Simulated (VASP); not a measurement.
# Ba (Im-3m) in VASP: notebook

The runs below take Ba through single point, relaxation of cell and atoms, with PBE.

All numbers are computed with VASP 6.6.1; they aren't measurements. Logs are shortened: lines on timing, memory, paths and dates and some standing lists are left out, and cuts for length are marked.

## 1. The cell of the first run

It takes space group Im-3m (No. 229, cubic). Conventional cell: a = 5.041 Å, b = 5.041 Å, c = 5.041 Å, α = 90.00°, β = 90.00°, γ = 90.00°. Within 5.7 Å of Ba (site symmetry m-3m) lie 14 Ba at 4.37 to 5.04 Å.

## 2. Single point, PBE

File INCAR:

```
SYSTEM = Ba
ALGO = Normal ; EDIFF = 1E-6
ENCUT = 500 ; GGA = PE
GGA_COMPAT = .FALSE. ; ISIF = 2
ISMEAR = -1 ; LASPH = .TRUE.
LCHARG = .FALSE. ; LREAL = .FALSE.
LWAVE = .FALSE. ; NBANDS = 11
NELM = 120 ; PREC = Accurate
SIGMA = 0.02
```

File KPOINTS:

```
k-points
0
G
  6 6 6
  0 0 0
```

File POSCAR:

```
Ba
1.0
   -2.5204507628      2.5204507628      2.5204507628
    2.5204507628     -2.5204507628      2.5204507628
    2.5204507628      2.5204507628     -2.5204507628
Ba
1
Direct
    0.0000000000      0.0000000000      0.0000000000
```

Potentials or basis: VASP PAW PBE potentials, release 64 (Ba_sv).

The run is started by

```console
$ cat potpaw_PBE.64/Ba_sv/POTCAR > POTCAR
$ mpirun -np 1 vasp_std > vasp.out
```

OUTCAR:

```text
SYSTEM = Ba
   EDIFF = 1E-6
   ENCUT = 500
   GGA = PE
   ISIF = 2
   ISMEAR = -1
   LASPH = .TRUE.
   LREAL = .FALSE.
   NELM = 120
   PREC = Accurate

 ion  position               nearest neighbor table
   1  0.000  0.000  0.000-

  LATTYP: Found a body centered cubic cell.
 ALAT       =     5.0409015256

  Lattice vectors:

 A1 = (  -2.5204507628,   2.5204507628,   2.5204507628)
 A2 = (   2.5204507628,  -2.5204507628,   2.5204507628)
 A3 = (   2.5204507628,   2.5204507628,  -2.5204507628)

Analysis of symmetry for initial positions (statically):
=====================================================================
 Subroutine PRICEL returns:
 Original cell was already a primitive cell.

 Routine SETGRP: Setting up the symmetry group for a
 body centered cubic supercell.

 Subroutine GETGRP returns: Found 48 space group operations
 (whereof 48 operations were pure point group operations)
 out of a pool of 48 trial point group operations.

The static configuration has the point symmetry O_h .

Analysis of symmetry for dynamics (positions and initial velocities):
=====================================================================
 Subroutine PRICEL returns:
 Original cell was already a primitive cell.

 Routine SETGRP: Setting up the symmetry group for a
 body centered cubic supercell.

 Subroutine GETGRP returns: Found 48 space group operations
 (whereof 48 operations were pure point group operations)
 out of a pool of 48 trial point group operations.

The dynamic configuration has the point symmetry O_h .

 Subroutine INISYM returns: Found 48 space group operations
 (whereof 48 operations are pure point group operations),
 and found     1 'primitive' translations

----------------------------------------------------------------------------------------

                                     Primitive cell

  volume of cell :      64.0464

  direct lattice vectors                    reciprocal lattice vectors
    -2.520450763  2.520450763  2.520450763     0.000000000  0.198377214  0.198377214
     2.520450763 -2.520450763  2.520450763     0.198377214  0.000000000  0.198377214
     2.520450763  2.520450763 -2.520450763     0.198377214  0.198377214  0.000000000

  length of vectors
     4.365548779  4.365548779  4.365548779     0.280547746  0.280547746  0.280547746

  position of ions in fractional coordinates (direct lattice)
     0.000000000  0.000000000  0.000000000

  ion indices of the primitive-cell ions
[... 70 lines left out ...]
   NFREE  =      0    steps in history (QN), initial steepest desc. (CG)
   ISIF   =      2    stress and relaxation
   ISYM   =      2    0-nonsym 1-usesym 2-fastsym
   POTIM  = 0.5000    time-step for ionic-motion
   TEBEG  =    0.0;   TEEND  =   0.0 temperature during run
   PSTRESS=    0.0 pullay stress
   NELECT =      10.0000    total number of electrons
   NUPDOWN=      -1.0000    fix difference up-down
   EMIN   =  10.00;   EMAX   =-10.00  energy-range for DOS
   EFERMI =   0.00;   METHOD = LEGACY
   ISMEAR =    -1;   SIGMA  =   0.02  broadening in eV -4-tet -1-fermi 0-gaus
   EFERMI_NEDOS =   21; number of points for ismear=-14 and -15
   IALGO  =     38    algorithm
   IMIX   =      4    mixing-type and parameters
     AMIX     =   0.40;   BMIX     =  1.00
     AMIX_MAG =   1.60;   BMIX_MAG =  1.00
  volume/ion in A,a.u.               =      64.05       432.21
  Fermi-wavevector in a.u.,A,eV,Ry     =   0.881543  1.665874 10.573322  0.777117
  Thomas-Fermi vector in A             =   2.002053
   LORBIT       =      0    0 simple, 1 ext, 2 COOP (PROOUT), +10 PAW based schemes
   GGA     = PE    functional components
   LHFCALC =     F    Hartree Fock is set to
   AEXX    =    0.0000 exact exchange contribution
   IVDW    =     0    specifies the selected vdW correction
   LEPSILON=     F    determine dielectric tensor
   LRPA    =     F    only Hartree local field effects (RPA)
 non-spin polarized calculation
  energy-cutoff  :      500.00
  volume of cell :       64.05
 maximum number of plane-waves:      1638
   NGX = 15   NGY = 15   NGZ = 15

 number of electron      10.0000001 magnetization

 Free energy of the ion-electron system (eV)
  ---------------------------------------------------
  ext. energy  EPLUGINS =         0.00000000
  ---------------------------------------------------
  free energy    TOTEN  =        -1.90122325 eV

  energy without entropy =       -1.89869088  energy(sigma->0) =       -1.89995706

 E-fermi :   1.6314     XC(G=0):  -7.3580

 val. band max:        1.5087729771   @ k =  -0.3333   0.5000   0.1667
 cond. band min:       1.6402759447   @ k =   0.3333   0.1667   0.1667
 fundamental gap:      0.1315029677
 Fermi energy:         1.6314419591

 k-point     1 :       0.0000    0.0000    0.0000
  band No.  band energies     occupation
      1     -27.3278      2.00000
      2     -12.2857      2.00000
      3     -12.2857      2.00000
      4     -12.2857      2.00000
      5      -1.1507      2.00000
      6       3.4031      0.00000
      7       3.4031      0.00000
      8       3.4031      0.00000
      9       4.7789      0.00000
     10       4.7789      0.00000
     11       8.4785      0.00000
[... 197 lines left out ...]
 k-point    16 :       0.5000    0.5000    0.5000
  band No.  band energies     occupation
      1     -27.2576      2.00000
      2     -12.5885      2.00000
      3     -12.5885      2.00000
      4     -12.5885      2.00000
      5       1.0674      2.00000
      6       1.0674      2.00000
      7       5.8712      0.00000
      8       5.8712      0.00000
      9       5.8712      0.00000
     10       6.2436      0.00000
     11       6.2436      0.00000

------------------------ aborting loop because EDIFF is reached ----------------------------------------

  FORCE on cell =-STRESS in cart. coord.  units (eV):
  Direction    XX          YY          ZZ          XY          YZ          ZX
  --------------------------------------------------------------------------------------
  -------------------------------------------------------------------------------------
  Total        0.0278691      0.0278691      0.0278691      0.0000000      0.0000000      0.0000000
  in kB        0.6971696      0.6971696      0.6971696      0.0000000      0.0000000      0.0000000
  external PRESSURE =       0.6971696 kB  Pullay stress =       0.0000000 kB

 VOLUME and BASIS-vectors are now :
 -----------------------------------------------------------------------------
  energy-cutoff  :      500.00
  volume of cell :       64.05
      direct lattice vectors                 reciprocal lattice vectors
    -2.520450763  2.520450763  2.520450763     0.000000000  0.198377214  0.198377214
     2.520450763 -2.520450763  2.520450763     0.198377214  0.000000000  0.198377214
     2.520450763  2.520450763 -2.520450763     0.198377214  0.198377214  0.000000000

 POSITION                                       TOTAL-FORCE (eV/Angst)
 -----------------------------------------------------------------------------------
      0.00000      0.00000      0.00000        -0.000000      0.000000      0.000000
 -----------------------------------------------------------------------------------
    total drift:                                0.000000     -0.000000     -0.000000

  FREE ENERGIE OF THE ION-ELECTRON SYSTEM (eV)
  ---------------------------------------------------
  free  energy   TOTEN  =        -1.9012232498 eV

  energy  without entropy=       -1.8986908773  energy(sigma->0) =       -1.89995706
```

stdout:

```text
POSCAR found type information on POSCAR Ba
 POSCAR found :  1 types and       1 ions
 scaLAPACK will be used
 LDA part: xc-table for (Slater+PW92), standard interpolation
 POSCAR, INCAR and KPOINTS ok, starting setup
 FFT: planning ... GRIDC
 FFT: planning ... GRID_SOFT
 FFT: planning ... GRID
 WAVECAR not read
 entering main loop
```

It took 5.9 s on 1 thread of AMD EPYC 9R45 (Zen 5), shared host; peak memory 0.14 GiB.

What came out:

```
Free energy            : -1.9012 eV
Pressure               : 0.1 GPa
Band gap on the k mesh : zero (bands 5 and 6 overlap by 0.63 eV)
```

Levels at points of the mesh, in eV from the Fermi level:
```tsv
k point	band 3	band 4	band 5	band 6	band 7	band 8
(0.00, 0.00, 0.00)	-13.92	-13.92	-2.78	1.77	1.77	1.77
(0.50, 0.00, 0.00)	-14.06	-13.92	-0.92	0.65	1.16	3.11
(0.50, 0.50, 0.50)	-14.22	-14.22	-0.56	-0.56	4.24	4.24
```

Caveat: spin-orbit coupling is left out, which moves the levels of the heavy elements.

## 3. Relaxation of cell and atoms, PBE

This run uses another cell than the first one, of 62.99 Å³/atom.

File INCAR:

```
  ALGO = Normal
  EDIFF = 1E-7
  EDIFFG = -0.02
  ENCUT = 500
  GGA = PE
  GGA_COMPAT = F
  IBRION = 2
  ISIF = 3
  ISMEAR = -1
  LASPH = T
  LCHARG = F
  LREAL = F
  LWAVE = F
  NELM = 120
  NELMIN = 4
  NSW = 50
  PREC = Accurate
  SIGMA = 0.02
```

File KPOINTS:

```
k-points
0
Gamma
  6 6 6
```

File POSCAR:

```
Ba
1.0
   -2.5065000000      2.5065000000      2.5065000000
    2.5065000000     -2.5065000000      2.5065000000
    2.5065000000      2.5065000000     -2.5065000000
Ba
1
Direct
    0.0000000000      0.0000000000      0.0000000000
```

Potentials or basis: VASP PAW PBE potentials, release 64 (Ba_sv).

The run is started by

```console
$ cat potpaw_PBE.64/Ba_sv/POTCAR > POTCAR
$ mpirun -np 1 vasp_std > vasp.out
```

Run time: 14 s. Hardware: 1 thread of AMD EPYC 9R45 (Zen 5), shared host; peak memory 0.15 GiB.

It converged, with:

| Quantity | Value |
| --- | --- |
| Free energy | -1.9013 eV |
| Relaxed volume | 64.68 Å³/atom |
| Relaxed cell | a = 4.380 Å, b = 4.380 Å, c = 4.380 Å, α = 109.47°, β = 109.47°, γ = 109.47° |
| Space group after relaxing (to 0.1 Å) | Im-3m (No. 229) |
| Energy gained by relaxing | 1.0 meV/atom |
| Ionic steps | 3 |
| Pressure after relaxing | 0.0 GPa |
| Band gap on the k mesh | zero (bands 5 and 6 overlap by 0.62 eV) |

Step by step:
```csv
step,energy change (eV),largest force (eV/Å),pressure (GPa),volume (Å³)
1,0.0000,0.0000,0.21,62.99
2,-0.0007,0.0000,0.11,63.74
3,-0.0010,0.0000,-0.01,64.68
```

Final structure:
```
Ba
1.0
    -2.52878    2.52878    2.52878
     2.52878   -2.52878    2.52878
     2.52878    2.52878   -2.52878
Ba
1
Direct
  0.00000 0.00000 0.00000
```

Levels at points of the mesh, in eV from the Fermi level:
| k point | band 3 | band 4 | band 5 | band 6 | band 7 | band 8 |
| --- | --- | --- | --- | --- | --- | --- |
| (0.00, 0.00, 0.00) | -13.94 | -13.94 | -2.78 | 1.76 | 1.76 | 1.76 |
| (0.50, 0.00, 0.00) | -14.08 | -13.94 | -0.91 | 0.65 | 1.13 | 3.08 |
| (0.50, 0.50, 0.50) | -14.23 | -14.23 | -0.55 | -0.55 | 4.19 | 4.19 |

Caveat: spin-orbit coupling is left out, which moves the levels of the heavy elements. PBE usually gives volumes a little too large and moduli too small.
